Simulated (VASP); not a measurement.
# InSb (Fm-3m) in VASP: further runs, part 2 of 2

VASP 6.6.1. Earlier steps stand in the parts before.

### Step 4. Single point, PBEsol

INCAR

```
SYSTEM = InSb
PREC     = Accurate       ! precision mode
ENCUT    = 500            ! plane-wave cutoff, eV
EDIFF    = 1E-6           ! SCF threshold, eV
ISMEAR   = 1              ! smearing method
SIGMA    = 0.025          ! smearing width, eV
LREAL    = .FALSE.        ! projectors in reciprocal space
LASPH    = .TRUE.         ! aspherical terms in the spheres
NELM     = 120            ! most SCF steps
ALGO     = Normal         ! electronic algorithm
ISIF     = 2              ! what is computed and relaxed
LWAVE    = .FALSE.        ! write WAVECAR
LCHARG   = .TRUE.         ! write CHGCAR
GGA      = PS             ! functional
LELF     = .TRUE.         ! ELF
LVHAR    = .TRUE.       
NBANDS   = 16             ! bands
GGA_COMPAT= .FALSE.
```

KPOINTS

```
regular mesh
0
G
  5 5 5
  0 0 0
```

POSCAR

```
InSb
1.0
    0.0000000000      3.0215965458      3.0215965458
    3.0215965458      0.0000000000      3.0215965458
    3.0215965458      3.0215965458      0.0000000000
In Sb
1 1
Direct
    0.0000000000      0.0000000000      0.0000000000
    0.5000000000      0.5000000000      0.5000000000
```

Potentials or basis: VASP PAW PBE potentials, release 64 (In_d, Sb).

Command:

```sh
> cat potpaw_PBE.64/In_d/POTCAR potpaw_PBE.64/Sb/POTCAR > POTCAR
> mpirun -np 1 vasp_std > vasp.out
```

OUTCAR:

```text
SYSTEM = InSb
   PREC = Accurate
   ENCUT = 500
   EDIFF = 1E-6
   ISMEAR = 1
   LREAL = .FALSE.
   LASPH = .TRUE.
   NELM = 120
   ISIF = 2
   GGA = PS

 ion  position               nearest neighbor table
   1  0.000  0.000  0.000-   2 3.02   2 3.02   2 3.02   2 3.02   2 3.02   2 3.02
   2  0.500  0.500  0.500-   1 3.02   1 3.02   1 3.02   1 3.02   1 3.02   1 3.02

  LATTYP: Found a face centered cubic cell.
 ALAT       =     6.0431930916

  Lattice vectors:

 A1 = (   0.0000000000,   3.0215965458,   3.0215965458)
 A2 = (   3.0215965458,   0.0000000000,   3.0215965458)
 A3 = (   3.0215965458,   3.0215965458,   0.0000000000)

Analysis of symmetry for initial positions (statically):
=====================================================================
 Subroutine PRICEL returns:
 Original cell was already a primitive cell.

 Routine SETGRP: Setting up the symmetry group for a
 face centered cubic supercell.

 Subroutine GETGRP returns: Found 48 space group operations
 (whereof 48 operations were pure point group operations)
 out of a pool of 48 trial point group operations.

The static configuration has the point symmetry O_h .

Analysis of symmetry for dynamics (positions and initial velocities):
=====================================================================
 Subroutine PRICEL returns:
 Original cell was already a primitive cell.

 Routine SETGRP: Setting up the symmetry group for a
 face centered cubic supercell.

 Subroutine GETGRP returns: Found 48 space group operations
 (whereof 48 operations were pure point group operations)
 out of a pool of 48 trial point group operations.

The dynamic configuration has the point symmetry O_h .

 Subroutine INISYM returns: Found 48 space group operations
 (whereof 48 operations are pure point group operations),
 and found     1 'primitive' translations

----------------------------------------------------------------------------------------

[... 96 lines left out ...]
     AMIX     =   0.40;   BMIX     =  1.00
     AMIX_MAG =   1.60;   BMIX_MAG =  1.00
  volume/ion in A,a.u.               =      27.59       186.17
  Fermi-wavevector in a.u.,A,eV,Ry     =   1.126988  2.129698 17.280778  1.270101
  Thomas-Fermi vector in A             =   2.263672
   LORBIT       =      0    0 simple, 1 ext, 2 COOP (PROOUT), +10 PAW based schemes
   GGA     = PS    functional components
   LHFCALC =     F    Hartree Fock is set to
   AEXX    =    0.0000 exact exchange contribution
   IVDW    =     0    specifies the selected vdW correction
   LEPSILON=     F    determine dielectric tensor
   LRPA    =     F    only Hartree local field effects (RPA)
 non-spin polarized calculation
 Methfessel and Paxton  Order N= 1 SIGMA  =   0.03
  energy-cutoff  :      500.00
  volume of cell :       55.17
 maximum number of plane-waves:      1422
   NGX = 15   NGY = 15   NGZ = 15

 number of electron      17.9999991 magnetization

 Free energy of the ion-electron system (eV)
  ---------------------------------------------------
  ext. energy  EPLUGINS =         0.00000000
  ---------------------------------------------------
  free energy    TOTEN  =        -7.46354187 eV

  energy without entropy =       -7.46227843  energy(sigma->0) =       -7.46312073

 E-fermi :   7.1283     XC(G=0): -10.0777

 val. band max:        7.0517852840   @ k =   0.2000   0.0000   0.0000
 cond. band min:       7.1320265846   @ k =   0.4000   0.2000   0.0000
 fundamental gap:      0.0802413006
 Fermi energy:         7.1282865964

 k-point     1 :       0.0000    0.0000    0.0000
  band No.  band energies     occupation
      1      -7.3530      2.00000
      2      -7.3530      2.00000
      3      -7.3207      2.00000
      4      -7.3207      2.00000
      5      -7.3207      2.00000
      6      -4.2179      2.00000
[... 167 lines left out ...]
      3      -7.3195      2.00000
      4      -7.2969      2.00000
      5      -7.2741      2.00000
      6      -1.7135      2.00000
[... 8 lines left out ...]
     15      16.0638      0.00000
     16      18.4318      0.00000

------------------------ aborting loop because EDIFF is reached ----------------------------------------

  FORCE on cell =-STRESS in cart. coord.  units (eV):
  Direction    XX          YY          ZZ          XY          YZ          ZX
  --------------------------------------------------------------------------------------
  -------------------------------------------------------------------------------------
  Total        0.0032559      0.0032559      0.0032559     -0.0000000     -0.0000000      0.0000000
  in kB        0.0945470      0.0945470      0.0945470     -0.0000000     -0.0000000      0.0000000
  external PRESSURE =       0.0945470 kB  Pullay stress =       0.0000000 kB

 VOLUME and BASIS-vectors are now :
 -----------------------------------------------------------------------------
  energy-cutoff  :      500.00
  volume of cell :       55.17
      direct lattice vectors                 reciprocal lattice vectors
     0.000000000  3.021596546  3.021596546    -0.165475434  0.165475434  0.165475434
     3.021596546  0.000000000  3.021596546     0.165475434 -0.165475434  0.165475434
     3.021596546  3.021596546  0.000000000     0.165475434  0.165475434 -0.165475434

 POSITION                                       TOTAL-FORCE (eV/Angst)
 -----------------------------------------------------------------------------------
      0.00000      0.00000      0.00000         0.000000     -0.000000      0.000000
      3.02160      3.02160      3.02160        -0.000000      0.000000     -0.000000
 -----------------------------------------------------------------------------------
    total drift:                                0.000000     -0.000000     -0.000000

  FREE ENERGIE OF THE ION-ELECTRON SYSTEM (eV)
  ---------------------------------------------------
  free  energy   TOTEN  =        -7.4635418748 eV

  energy  without entropy=       -7.4622784256  energy(sigma->0) =       -7.46312073
```

OSZICAR:

```text
N       E                     dE             d eps       ncg     rms          rms(c)
DAV:   1     0.109653063161E+03    0.10965E+03   -0.78374E+03   320   0.114E+03
DAV:   2    -0.871012125936E+00   -0.11052E+03   -0.10704E+03   376   0.285E+02
DAV:   3    -0.737638549488E+01   -0.65054E+01   -0.64780E+01   400   0.695E+01
DAV:   4    -0.753133984290E+01   -0.15495E+00   -0.15491E+00   384   0.115E+01
DAV:   5    -0.754011818800E+01   -0.87783E-02   -0.87782E-02   480   0.245E+00    0.344E+00
DAV:   6    -0.747094801955E+01    0.69170E-01   -0.13123E-01   424   0.639E+00    0.188E+00
DAV:   7    -0.746418467397E+01    0.67633E-02   -0.30633E-02   456   0.235E+00    0.544E-01
DAV:   8    -0.746351944347E+01    0.66523E-03   -0.28448E-03   408   0.735E-01    0.142E-01
DAV:   9    -0.746354265499E+01   -0.23212E-04   -0.15405E-04   448   0.140E-01    0.568E-02
DAV:  10    -0.746354141073E+01    0.12443E-05   -0.92851E-06   440   0.270E-02    0.220E-02
DAV:  11    -0.746354187477E+01   -0.46404E-06   -0.20967E-06   368   0.170E-02
   1 F= -.74635419E+01 E0= -.74631207E+01  d E =-.126345E-02
```

Wall time 20 s (1 thread of AMD EPYC 7R13, shared host); peak memory 0.15 GiB.

Results:

```
Free energy            : -7.4635 eV
Pressure               : 0.0 GPa
Band gap on the k mesh : zero (band 9 reaches 7.60 eV, above the bottom of band 10 at 4.95 eV)
```

Levels at points of the mesh, in eV from the Fermi level:
| k point | band 7 | band 8 | band 9 | band 10 | band 11 | band 12 |
| --- | --- | --- | --- | --- | --- | --- |
| (0.00, 0.00, 0.00) | -0.28 | -0.14 | -0.14 | -0.14 | 6.08 | 6.08 |

Caveat: the k points lie up to 0.36 Å⁻¹ apart; the PAW data sets were made with another functional, which shifts forces and pressure a little; spin-orbit coupling is left out, which moves the levels of the heavy elements.

### Step 5. Single point, PBEsol

This run uses another cell than the first one, of 27.30 Å³/atom, 0.988 times its volume.

INCAR

```
SYSTEM = InSb
PREC     = Accurate       ! precision mode
ENCUT    = 500            ! plane-wave cutoff, eV
EDIFF    = 1E-6           ! SCF threshold, eV
ISMEAR   = -5             ! smearing method
SIGMA    = 0.1            ! smearing width, eV
LREAL    = .FALSE.        ! projectors in reciprocal space
LASPH    = .TRUE.         ! aspherical terms in the spheres
NELM     = 120            ! most SCF steps
ALGO     = Normal         ! electronic algorithm
ISIF     = 2              ! what is computed and relaxed
LWAVE    = .FALSE.        ! write WAVECAR
LCHARG   = .FALSE.        ! write CHGCAR
GGA      = PS             ! functional
NBANDS   = 16             ! bands
GGA_COMPAT= .FALSE.
```

KPOINTS is that of step 4.

POSCAR

```
InSb
1.0
    0.0000000000      3.0110791296      3.0110791296
    3.0110791296      0.0000000000      3.0110791296
    3.0110791296      3.0110791296      0.0000000000
In Sb
1 1
Direct
    0.0000000000      0.0000000000      0.0000000000
    0.5000000000      0.5000000000      0.5000000000
```

Command:

```sh
> cat potpaw_PBE.64/In_d/POTCAR potpaw_PBE.64/Sb/POTCAR > POTCAR
> mpirun -np 1 vasp_std > vasp.out
```

Wall time 20 s (1 thread of AMD EPYC 7R13, shared host); peak memory 0.15 GiB.

The run converged. Its results:

| Quantity | Value |
| --- | --- |
| Free energy | -7.5188 eV |
| Pressure | 0.1 GPa |
| Band gap on the k mesh | zero (band 9 reaches 7.78 eV, above the bottom of band 10 at 5.06 eV) |

Levels at points of the mesh, in eV from the Fermi level:
| k point | band 7 | band 8 | band 9 | band 10 | band 11 | band 12 |
| --- | --- | --- | --- | --- | --- | --- |
| (0.00, 0.00, 0.00) | -0.04 | 0.05 | 0.05 | 0.05 | 6.26 | 6.26 |

Caveat: the k points lie up to 0.36 Å⁻¹ apart; the PAW data sets were made with another functional, which shifts forces and pressure a little; spin-orbit coupling is left out, which moves the levels of the heavy elements; tetrahedron occupations give inexact forces and stress in metals.

### Step 6. Single point, revPBE

This run uses another cell than the first one, of 29.93 Å³/atom, 1.083 times its volume.

INCAR

```
PREC = Accurate ; ENCUT = 500
EDIFF = 1E-6 ; ISMEAR = -1
SIGMA = 0.1 ; LREAL = F
LASPH = T ; NELM = 120
ALGO = Normal ; ISIF = 2
LWAVE = F ; LCHARG = T
GGA = RE ; LELF = T
LVHAR = T ; NBANDS = 16
GGA_COMPAT = F
```

KPOINTS

```
Automatic mesh
0
Gamma
  5 5 5
```

POSCAR

```
InSb
1.0
    0.0000000000      3.1048037587      3.1048037587
    3.1048037587      0.0000000000      3.1048037587
    3.1048037587      3.1048037587      0.0000000000
In Sb
1 1
Direct
    0.0000000000      0.0000000000      0.0000000000
    0.5000000000      0.5000000000      0.5000000000
```

Potentials or basis: VASP PAW PBE potentials, release 64 (In_d, Sb).

Command:

```sh
> cat potpaw_PBE.64/In_d/POTCAR potpaw_PBE.64/Sb/POTCAR > POTCAR
> mpirun -np 1 vasp_std > vasp.out
```

Run time: 20 s. Hardware: 1 thread of AMD EPYC 7R13, shared host; peak memory 0.15 GiB.

It converged, with:

- Free energy: -6.0134 eV
- Pressure: 0.0 GPa
- Band gap on the k mesh: zero (band 9 reaches 6.82 eV, above the bottom of band 10 at 4.47 eV)

Levels at points of the mesh, in eV from the Fermi level:
| k point | band 5 | band 6 | band 7 | band 8 | band 9 | band 10 | band 11 | band 12 | band 13 | band 14 |
| --- | --- | --- | --- | --- | --- | --- | --- | --- | --- | --- |
| (0.00, 0.00, 0.00) | -14.48 | -10.79 | -0.77 | -0.14 | -0.14 | -0.14 | 5.84 | 5.84 | 5.84 | 6.02 |

Caveat: the PAW data sets were made with another functional, which shifts forces and pressure a little; spin-orbit coupling is left out, which moves the levels of the heavy elements.

### Step 7. Overview

```csv
level,cell,smearing,gap on the mesh (eV),pressure (GPa)
PBEsol,"a = 4.276 Å, angles 60.0°, 2 atoms",fermi-dirac 0.1 eV,none,0.0
PBEsol,"a = 4.273 Å, angles 60.0°, 2 atoms",methfessel-paxton 0.025 eV,none,0.0
PBEsol,"a = 4.258 Å, angles 60.0°, 2 atoms",tetrahedron,none,0.1
revPBE,"a = 4.391 Å, angles 60.0°, 2 atoms",fermi-dirac 0.1 eV,none,0.0
```

Alike in all rows: task single point; potentials or basis VASP PAW PBE potentials, release 64 (In_d, Sb); no spin polarisation; k mesh 5 × 5 × 5; cutoff (eV) 500.

Caveats: some runs use coarse meshes; the PAW data sets were made with another functional, which shifts forces and pressure a little; spin-orbit coupling is left out, which moves the levels of the heavy elements; tetrahedron occupations give inexact forces and stress in metals (some runs).

Absolute energies hang on the potentials; compare differences alone.
